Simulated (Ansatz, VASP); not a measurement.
**Cu in VASP and in Ansatz**

The input INCAR:

```
ALGO = Fast
EDIFF = 1E-6
ENCUT = 520
GGA = PE
ISIF = 2
ISMEAR = 0
LASPH = True
LCHARG = False
LREAL = False
LWAVE = False
NBANDS = 18
NELM = 60
PREC = Accurate
SIGMA = 0.15
```

The input KPOINTS:

```
k-points
0
Gamma
  18 18 18
```

The input POSCAR:

```
Cu
1.0
    1.2138684686     -3.9502683086      0.0000000000
    1.2138684686      3.9502683086      0.0000000000
    0.0000000000      0.0000000000      2.5142119659
Cu
2
Direct
    0.0210080975      0.7529377565      0.2500000000
    0.9789919025      0.2470622435      0.7500000000
```

Input for Ansatz:

```yaml
crystal:
  lattice:
    - [1.2138684686, -3.9502683086, 0.0]
    - [1.2138684686, 3.9502683086, 0.0]
    - [0.0, 0.0, 2.5142119659]
  atoms:
    - { symbol: Cu, position: [0.0210080975, 0.7529377565, 0.25] }
    - { symbol: Cu, position: [0.9789919025, 0.2470622435, 0.75] }
basis:
  ecutwfc: 520.0
kpoints:
  mp_grid: { grid: [18, 18, 18] }
hamiltonian:
  xc: pbe
  pseudopotentials: { kind: paw, azcp: { folder: soft_1 } }
scf:
  occupations: { method: gaussian, width: 0.15 }
output:
  forces: true
  stress: true
  eigenvalues: true
```

Change from the starting cell: mode 4 frozen in at -0.280 Å, equal normal strain along x and y -0.0200.

Alike in both runs: task single point; functional PBE; k mesh 18 × 18 × 18; occupations gaussian, width 0.15 eV; no spin polarisation.

|  | VASP | Ansatz |
| --- | --- | --- |
| version | VASP 6.6.1 | Ansatz 0.2.0 |
| potentials or method | VASP PAW PBE potentials, release 64 (Cu), cutoff 520 eV | scalar-relativistic, plane waves, PAW |
| valence electrons in the cell | 22 | 38 |

```csv
,VASP,Ansatz,Ansatz less VASP
gap on the k mesh at the Fermi level (eV),none,none,-
pressure (GPa),8.7,8.3,-0.45
"traceless stress, the component that is largest in VASP (GPa)",11.58,11.55,-0.028
rms of the force components (eV/Å),0.731,0.726,-0.0053
```

Atom by atom the forces differ by 0.005 eV/Å (rms over components). A gap of «none» marks a metal or a gap that the smearing closes. VASP's potentials hold 22 valence electrons a cell and Ansatz's 38, so a difference there can come from the potentials and not from the codes.
